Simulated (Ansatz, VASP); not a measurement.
## Two plane-wave programs on SiC

```
CELL_PARAMETERS angstrom
0.00000 2.12393 2.12393
2.12393 0.00000 2.12393
2.12393 2.12393 0.00000
ATOMIC_POSITIONS crystal
Si 0.00236 0.99764 0.00236
C 0.74449 0.75551 0.74449
```

Change from the starting cell: mode 6 frozen in at -0.024 Å, equal normal strain along x, y and z -0.0250.

Alike in both runs: task single point; functional PBEsol; k mesh 10 × 10 × 10; occupations gaussian, width 0.05 eV; no spin polarisation.

|  | VASP | Ansatz |
| --- | --- | --- |
| version | VASP 6.6.1 | Ansatz 0.2.0 |
| potentials or method | VASP PAW PBE potentials, release 64 (Si, C), cutoff 520 eV | scalar-relativistic, plane waves, PAW |
| valence electrons in the cell | 8 | 8 |

```csv
,VASP,Ansatz,Ansatz less VASP
gap on the k mesh at the Fermi level (eV),1.00,1.01,+0.010
least direct gap on the mesh (eV),4.44,4.45,+0.011
pressure (GPa),20.1,19.7,-0.42
"traceless stress, the component that is largest in VASP (GPa)",-3.64,-3.61,+0.026
rms of the force components (eV/Å),0.439,0.438,-0.0010
```

VASP's potentials were made for PBE, not for PBEsol. Atom by atom the forces differ by 0.001 eV/Å (rms over components). The functional is the same, so the differences come from potentials, cutoffs and numerics.
